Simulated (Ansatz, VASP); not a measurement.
# Nb2MoO2: VASP beside Ansatz

```xyz
5
Lattice="-2.1557 2.1557 3.7433 2.1557 -2.1557 3.7433 2.1557 2.1557 -3.7433" Properties=species:S:1:pos:R:3 pbc="T T T"
Nb    2.1557    0.0000    1.8717
Nb    0.0000    2.1557    1.8717
Mo    0.0000    0.0000    0.0000
O     0.0000    0.0000    5.4084
O     0.0000    0.0000    2.0783
```

Alike in both runs: functional PBE; k mesh 12 × 12 × 12; occupations gaussian, width 0.1 eV; no spin polarisation.

Ansatz relaxed the structure, and its values are those at the end. VASP's run is a single point on that final structure, the one shown.

|  | VASP | Ansatz |
| --- | --- | --- |
| version | VASP 6.6.1 | Ansatz 0.2.0 |
| potentials or method | VASP PAW PBE potentials, release 64 (Nb_sv, Mo_sv, O), cutoff 520 eV | scalar-relativistic, plane waves, PAW |
| valence electrons in the cell | 52 | 52 |

```csv
,VASP,Ansatz,Ansatz less VASP
gap on the k mesh at the Fermi level (eV),none,none,-
pressure (GPa),0.0,0.0,+0.03
rms of the force components (eV/Å),0.010,0.000,-0.0100
```

A gap of «none» marks a metal or a gap that the smearing closes. With one functional, cell and mesh, what is left measures potentials, basis and numerics.
